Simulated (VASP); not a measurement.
ZnO: relaxation of shape and atoms at fixed volume with revPBE+D3(BJ)

The system is ZnO.

```xyz
4
Lattice="3.3010 0.0000 0.0000 -1.6505 2.8587 0.0000 0.0000 0.0000 5.3277" Properties=species:S:1:pos:R:3 pbc="T T T"
Zn    0.0000    1.9058    0.0082
Zn    1.6505    0.9529    2.6720
O     0.0000    1.9058    2.0275
O     1.6505    0.9529    4.6913
```

```json
{"Program": "VASP 6.6.1", "Task": "relaxation of shape and atoms at fixed volume", "Functional": "revPBE", "Dispersion": "D3(BJ)", "Potentials or basis": "VASP PAW PBE potentials, release 64 (Zn, O)", "Cutoff": "600 eV", "k mesh": "8 × 8 × 6", "Occupations": "gaussian, width 0.05 eV", "Spin": "no spin polarisation", "Dipole correction": "no", "Further INCAR settings": "ALGO = Normal; EDIFF = 1e-06; IBRION = 2; EDIFFG = -0.01; NSW = 60; ISIF = 4"}
```

```json
{"Pressure after relaxing": "-4.0 GPa", "Band gap on the k mesh": "0.77 eV", "Dispersion energy per atom": "-0.417 eV"}
```

Stress tensor (GPa, compression positive):
```
-4.07  0.00  0.00
 0.00 -4.07  0.00
 0.00  0.00 -3.96
```

Final structure:
```yaml
crystal:
  lattice:
    - [3.30097, 0.00000, 0.00000]
    - [-1.65049, 2.85872, 0.00000]
    - [0.00000, 0.00000, 5.32765]
  atoms:
    - { symbol: Zn, position: [0.33333, 0.66667, 0.00154] }
    - { symbol: Zn, position: [0.66667, 0.33333, 0.50154] }
    - { symbol: O, position: [0.33333, 0.66667, 0.38056] }
    - { symbol: O, position: [0.66667, 0.33333, 0.88056] }
```

Levels at points of the mesh, in eV from the valence-band top:
```tsv
k point	band 15	band 16	band 17	band 18	band 19	band 20	band 21	band 22
(0.00, 0.00, 0.00)	-0.73	-0.07	0.00	0.00	0.77	5.10	8.09	12.70
(0.50, 0.00, 0.00)	-2.65	-2.08	-1.19	-0.77	5.60	6.89	7.59	8.20
(0.00, 0.00, 0.50)	-0.36	-0.36	-0.36	-0.36	3.38	3.38	9.92	9.92
(0.50, 0.00, 0.50)	-1.39	-1.39	-1.28	-1.28	5.68	5.68	8.19	8.19
```

Run time: 54 s on 1 thread of Intel(R) Xeon(R) Platinum 8488C (Sapphire Rapids), with other jobs on the host, peak memory 0.21 GiB.

Caveat: the relaxation stopped at its first step, so nothing moved; the PAW data sets were made with another functional, which shifts forces and pressure a little. A hybrid or GW would open this gap; revPBE tends to underestimate it.
